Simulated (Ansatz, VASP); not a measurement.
## ZnS: VASP beside Ansatz

File POSCAR:

```
ZnS
1.0
    3.8067217473      0.0000000000      0.0000000000
   -1.9033608736      3.2967177383      0.0000000000
    0.0000000000      0.0000000000     12.4914703042
Zn S
4 4
Direct
    0.3326514069      0.6666666667      0.0026940355
    0.3340152598      0.6666666667      0.5026940355
    0.6522028688      0.3333333333      0.2526940355
    0.6811304645      0.3333333333      0.7526940355
    0.3661699860      0.6666666667      0.1898059645
    0.3004966806      0.6666666667      0.6898059645
    0.6666666667      0.3333333333      0.4398059645
    0.6666666667      0.3333333333      0.9398059645
```

File INCAR.step1:

```
SYSTEM = ZnS
PREC = Accurate ; ENCUT = 520
ISMEAR = 0 ; SIGMA = 0.05
LREAL = .False. ; LASPH = .True.
NELM = 100 ; NBANDS = 46
GGA = PE ; ALGO = Normal
EDIFF = 1E-4 ; LWAVE = .True.
LCHARG = .False.
```

File INCAR.step2:

```
SYSTEM = ZnS
PREC = Accurate ; ENCUT = 520
EDIFF = 1E-6 ; ISMEAR = 0
SIGMA = 0.05 ; LREAL = .False.
LASPH = .True. ; NELM = 100
ALGO = Normal ; ISIF = 2
LWAVE = .False. ; LCHARG = .True.
METAGGA = R2SCAN ; LMIXTAU = .True.
LELF = .True. ; LVHAR = .True.
NBANDS = 46 ; ISTART = 1
```

Contents of KPOINTS:

```
Automatic mesh
0
Gamma
  6 6 2
  0 0 0
```

Input for Ansatz:

```yaml
crystal:
  lattice:
    - [3.8067217473, 0.0, 0.0]
    - [-1.9033608736, 3.2967177383, 0.0]
    - [0.0, 0.0, 12.4914703042]
  atoms:
    - { symbol: Zn, position: [0.3326514069, 0.6666666667, 0.0026940355] }
    - { symbol: Zn, position: [0.3340152598, 0.6666666667, 0.5026940355] }
    - { symbol: Zn, position: [0.6522028688, 0.3333333333, 0.2526940355] }
    - { symbol: Zn, position: [0.6811304645, 0.3333333333, 0.7526940355] }
    - { symbol: S, position: [0.366169986, 0.6666666667, 0.1898059645] }
    - { symbol: S, position: [0.3004966806, 0.6666666667, 0.6898059645] }
    - { symbol: S, position: [0.6666666667, 0.3333333333, 0.4398059645] }
    - { symbol: S, position: [0.6666666667, 0.3333333333, 0.9398059645] }
basis:
  ecutwfc: 500
kpoints:
  mp_grid: { grid: [6, 6, 2] }
hamiltonian:
  xc: r2scan
scf:
  occupations: { method: gaussian, width: 0.05 }
output:
  forces: true
  stress: true
  eigenvalues: true
```

Change from the starting cell: mode 16 (277.6 1/cm) frozen in, largest displacement +0.125 Å.

Alike in both runs: task single point; functional r2SCAN; k mesh 6 × 6 × 2; occupations gaussian, width 0.05 eV; no spin polarisation.

|  | VASP | Ansatz |
| --- | --- | --- |
| version | VASP 6.6.1 | Ansatz 0.2.0 |
| potentials or method | VASP PAW PBE potentials, release 64 (Zn, S), cutoff 520 eV | scalar-relativistic, plane waves, PAW |
| valence electrons in the cell | 72 | 72 |

Ansatz gave:

- gap on the k mesh at the Fermi level (eV): 2.76
- least direct gap on the mesh (eV): 2.76
- pressure (GPa): 0.6
- traceless stress, the component that is largest in VASP (GPa): 0.57
- rms of the force components (eV/Å): 0.490

Question: Which values does VASP return?

Answer: gap on the k mesh at the Fermi level (eV): 2.77; least direct gap on the mesh (eV): 2.77; pressure (GPa): 0.6; traceless stress, the component that is largest in VASP (GPa): 0.58; rms of the force components (eV/Å): 0.492.

VASP's potentials were made for PBE, not for r2SCAN. Atom by atom the forces differ by 0.005 eV/Å (rms over components).
